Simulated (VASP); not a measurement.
A run of VASP 6.6.1 is set up as follows.

INCAR

```
SYSTEM = NaNbGaP3O12
ALGO = Normal
EDIFF = 1E-8
ENCUT = 520
GGA = PE
ISIF = 2
ISMEAR = -1
LASPH = .TRUE.
LCHARG = .FALSE.
LEFG = .TRUE.
LREAL = Auto
LWAVE = .FALSE.
NBANDS = 144
NELM = 80
PREC = Accurate
SIGMA = 0.02
```

Contents of KPOINTS:

```
k-points
0
G
  3 3 3
  0 0 0
```

Contents of POSCAR:

```
NaNbGaP3O12
1.0
    4.3323486484      2.5012826584      7.5155239200
   -4.3323486484      2.5012826584      7.5155239200
    0.0000000000     -5.0025653168      7.5155239200
Na Nb Ga P O
2 2 2 6 24
Direct
    0.5036345200      0.5036345200      0.5036345200
    0.0036345200      0.0036345200      0.0036345200
    0.3550384100      0.3550384100      0.3550384100
    0.8550384100      0.8550384100      0.8550384100
    0.6479179300      0.6479179300      0.6479179300
    0.1479179300      0.1479179300      0.1479179300
    0.7573061500      0.0327841200      0.4560358900
    0.4560358900      0.7573061500      0.0327841200
    0.0327841200      0.4560358900      0.7573061500
    0.5327841200      0.2573061500      0.9560358900
    0.9560358900      0.5327841200      0.2573061500
    0.2573061500      0.9560358900      0.5327841200
    0.7270345000      0.8668508100      0.4872541700
    0.4872541700      0.7270345000      0.8668508100
    0.8668508100      0.4872541700      0.7270345000
    0.3668508100      0.2270345000      0.9872541700
    0.9872541700      0.3668508100      0.2270345000
    0.2270345000      0.9872541700      0.3668508100
    0.2749458600      0.1334172700      0.5069966300
    0.5069966300      0.2749458600      0.1334172700
    0.1334172700      0.5069966300      0.2749458600
    0.6334172700      0.7749458600      0.0069966300
    0.0069966300      0.6334172700      0.7749458600
    0.7749458600      0.0069966300      0.6334172700
    0.4251976000      0.7798315900      0.5672401300
    0.5672401300      0.4251976000      0.7798315900
    0.7798315900      0.5672401300      0.4251976000
    0.2798315900      0.9251976000      0.0672401300
    0.0672401300      0.2798315900      0.9251976000
    0.9251976000      0.0672401300      0.2798315900
    0.5775004600      0.2150059700      0.4360080000
    0.4360080000      0.5775004600      0.2150059700
    0.2150059700      0.4360080000      0.5775004600
    0.7150059700      0.0775004600      0.9360080000
    0.9360080000      0.7150059700      0.0775004600
    0.0775004600      0.9360080000      0.7150059700
```

Potentials or basis: VASP PAW PBE potentials, release 64 (Na_pv, Nb_sv, Ga_d, P, O).

Command:

```console
$ cat potpaw_PBE.64/Na_pv/POTCAR potpaw_PBE.64/Nb_sv/POTCAR potpaw_PBE.64/Ga_d/POTCAR potpaw_PBE.64/P/POTCAR potpaw_PBE.64/O/POTCAR > POTCAR
$ mpirun -np 1 vasp_std > vasp.out
```

Task: Predict the band gap on the k mesh.

Result: 2.61 eV.

Task: Estimate the largest force.

Result: 0.480 eV/Å.

Task: Estimate the pressure.

Result: -1.7 GPa.

Forces on the atoms (eV/Å):
```
Na   0.000  0.000  0.209
Na   0.000  0.000  0.209
Nb   0.000  0.000  0.018
Nb   0.000  0.000  0.018
Ga   0.000  0.000  0.035
Ga   0.000  0.000  0.035
P    0.045 -0.224 -0.109
P    0.171  0.151 -0.109
P   -0.216  0.072 -0.109
P   -0.045 -0.224 -0.109
P    0.216  0.072 -0.109
P   -0.171  0.151 -0.109
O   -0.015  0.018  0.014
O   -0.008 -0.022  0.014
O    0.023  0.004  0.014
O    0.015  0.018  0.014
O   -0.023  0.004  0.014
O    0.008 -0.022  0.014
O    0.000  0.419  0.235
O   -0.363 -0.210  0.235
O    0.363 -0.209  0.235
O    0.000  0.419  0.235
O   -0.363 -0.209  0.235
O    0.363 -0.210  0.235
O    0.201  0.006 -0.017
O   -0.106  0.171 -0.017
O   -0.096 -0.177 -0.017
O   -0.201  0.006 -0.017
O    0.096 -0.177 -0.017
O    0.106  0.171 -0.017
O   -0.272  0.022 -0.210
O    0.117 -0.246 -0.210
O    0.155  0.224 -0.210
O    0.272  0.022 -0.210
O   -0.155  0.224 -0.210
O   -0.117 -0.246 -0.210
```

Caveat: without QUAD_EFG the Cq values of the log hold for a quadrupole moment of 1 mb, not for the nuclei. A k mesh can miss the band edges.
